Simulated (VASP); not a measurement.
Wanted: the native input for a VASP 6.6.1 run.

```
Task                   : single point
Functional             : r2SCAN
Potentials or basis    : VASP PAW PBE potentials, release 64 (Hf_pv, O)
Cutoff                 : 520 eV
k mesh                 : 8 × 8 × 8
Occupations            : gaussian, width 0.01 eV
Spin                   : non-collinear spin, zero start, spin-orbit coupling
Starting moments       : [[0.0, 0.0, 0.0], [0.0, 0.0, 0.0], [0.0, 0.0, 0.0]] μB
Dipole correction      : no
Further INCAR settings : ALGO = Normal; EDIFF = 1e-06; NBANDS = 35
```

The system is HfO2.

```
CELL_PARAMETERS angstrom
0.00000 2.63035 2.63035
2.63035 0.00000 2.63035
2.63035 2.63035 0.00000
ATOMIC_POSITIONS crystal
Hf 0.00000 0.00000 0.00000
O 0.25000 0.25000 0.25000
O 0.75000 0.75000 0.75000
```

This cell differs from its parent crystal: strain +4.0%.

These files were run (other wordings do the same):

POSCAR

```
HfO2
1.0
    0.0000000000      2.6303496121      2.6303496121
    2.6303496121      0.0000000000      2.6303496121
    2.6303496121      2.6303496121      0.0000000000
Hf O
1 2
Direct
    0.0000000000      0.0000000000      0.0000000000
    0.2500000000      0.2500000000      0.2500000000
    0.7500000000      0.7500000000      0.7500000000
```

INCAR.step1

```
PREC = Accurate ; ENCUT = 520
ISMEAR = 0 ; SIGMA = 0.01
LREAL = F ; LASPH = T
NELM = 150 ; MAGMOM = 0 0 0 0 0 0 0 0 0
LSORBIT = T ; GGA_COMPAT = F
LMAXMIX = 4 ; NBANDS = 35
GGA = PE ; ALGO = Normal
EDIFF = 1E-4 ; LWAVE = T
LCHARG = F
```

INCAR.step2

```
PREC = Accurate ; ENCUT = 520
EDIFF = 1E-6 ; ISMEAR = 0
SIGMA = 0.01 ; LREAL = F
LASPH = T ; NELM = 150
ALGO = Normal ; ISIF = 2
LWAVE = F ; LCHARG = F
MAGMOM = 0 0 0 0 0 0 0 0 0 ; LORBIT = 11
LSORBIT = T ; GGA_COMPAT = F
LORBMOM = T ; LMAXMIX = 4
METAGGA = R2SCAN ; LMIXTAU = T
NBANDS = 35 ; ISTART = 1
```

KPOINTS

```
Automatic mesh
0
Gamma
  8 8 8
```

Potentials or basis: VASP PAW PBE potentials, release 64 (Hf_pv, O).

Launch:

```sh
$ cat potpaw_PBE.64/Hf_pv/POTCAR potpaw_PBE.64/O/POTCAR > POTCAR
$ cp INCAR.step1 INCAR
$ mpirun -np 1 vasp_ncl > vasp.out
$ cp INCAR.step2 INCAR
$ mpirun -np 1 vasp_ncl > vasp.out
```

Results of the run:

```
Pressure                                              : -27.6 GPa
Net moment                                            : 0.00 μB per cell
Valence electrons inside the program's atomic spheres : Hf 7.93; O 5.07
```

Caveat: the cell differs from its parent crystal (strain +4.0%); the cell stands under tension; the PAW data sets were made with another functional, which shifts forces and pressure a little.

Wall time 7 min on 1 thread of Intel(R) Xeon(R) Platinum 8259CL CPU @ 2.50GHz (Skylake/Cascade Lake), with other jobs on the host, peak memory 0.31 GiB.
